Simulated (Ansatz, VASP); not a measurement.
**AlN: VASP beside Ansatz**

```
Al N
1.0
     0.00000    2.16934    2.16934
     2.16934    0.00000    2.16934
     2.16934    2.16934    0.00000
Al N
1 1
Direct
  0.00000 0.00000 0.00000
  0.25000 0.25000 0.25000
```

Alike in both runs: task single point; functional BHLYP; k mesh 5 × 5 × 5; occupations fermi-dirac, width 0.05 eV; no spin polarisation.

|  | VASP | Ansatz |
| --- | --- | --- |
| version | VASP 6.6.1 | Ansatz 0.2.0 |
| potentials or method | VASP PAW PBE potentials, release 64 (Al, N) | Ansatz PAW |
| plane-wave cutoff (eV) | 520 | 420 |
| valence electrons in the cell | 8 | 8 |

VASP gave:

```
gap on the k mesh at the Fermi level (eV) : 8.48
least direct gap on the mesh (eV)         : 9.05
pressure (GPa)                            : 2.1
```

Problem. What did Ansatz give for the same quantities?

Solution. gap on the k mesh at the Fermi level (eV): 8.44; least direct gap on the mesh (eV): 9.08; pressure (GPa): 1.5.

VASP's potentials were made for PBE, not for BHLYP.

The k mesh is coarse, so the values compare programs but aren't converged. Noted on Ansatz's run: odd divisions of the mesh miss points on the zone boundary, where band edges often lie, so the gap on the mesh can be too wide.
